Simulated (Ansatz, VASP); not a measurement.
## One calculation of Bi, two programs

```
Bi
1.0
    -1.75617    2.19705    1.92518
     1.75617   -2.19705    1.92518
     1.75617    2.19705   -1.92518
Bi
1
Cartesian
  0.0000 0.0000 0.0000
```

Change from the starting cell: strain +e along x and -e along y -0.1125, strain +e along z and -e/2 along x and y -0.0175.

Alike in both runs: task single point; functional PBE; dispersion D3(BJ); k mesh 16 × 16 × 16; occupations gaussian, width 0.15 eV; no spin polarisation.

|  | VASP | Ansatz |
| --- | --- | --- |
| version | VASP 6.6.1 | Ansatz 0.2.0 |
| potentials or method | VASP PAW PBE potentials, release 64 (Bi_d), cutoff 520 eV | scalar-relativistic, plane waves, PAW |
| valence electrons in the cell | 15 | 15 |

|  | VASP | Ansatz | Ansatz less VASP |
| --- | --- | --- | --- |
| gap on the k mesh at the Fermi level (eV) | none | none | - |
| pressure (GPa) | 1.2 | 1.3 | +0.06 |
| traceless stress, the component that is largest in VASP (GPa) | -0.91 | -0.92 | -0.008 |

A gap of «none» marks a metal or a gap that the smearing closes.

Spin-orbit coupling is off throughout.
